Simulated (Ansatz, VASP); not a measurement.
BN in VASP and in Ansatz

```xyz
2
Lattice="0.0000 1.7800 1.7800 1.7800 0.0000 1.7800 1.7800 1.7800 0.0000" Properties=species:S:1:pos:R:3 pbc="T T T"
B     0.0000    0.0000    0.0000
N     0.8900    0.8900    0.8900
```

Alike in both runs: functional r2SCAN; k mesh 14 × 14 × 14; occupations fermi-dirac, width 0.02 eV; no spin polarisation.

Ansatz relaxed the structure, and its values are those at the end. VASP's run is a single point on that final structure, the one shown.

|  | VASP | Ansatz |
| --- | --- | --- |
| version | VASP 6.6.1 | Ansatz 0.2.0 |
| potentials or method | VASP PAW PBE potentials, release 64 (B_h, N_h), cutoff 910 eV | PAW plane waves |
| valence electrons in the cell | 8 | 8 |

```csv
,VASP,Ansatz,Ansatz less VASP
gap on the k mesh at the Fermi level (eV),5.05,5.05,-0.005
```

VASP's potentials were made for PBE, not for r2SCAN. Ansatz's warnings: stress scf threshold loose.

Noted on VASP's run: the cutoff is short for stress, so the pressure is rough.
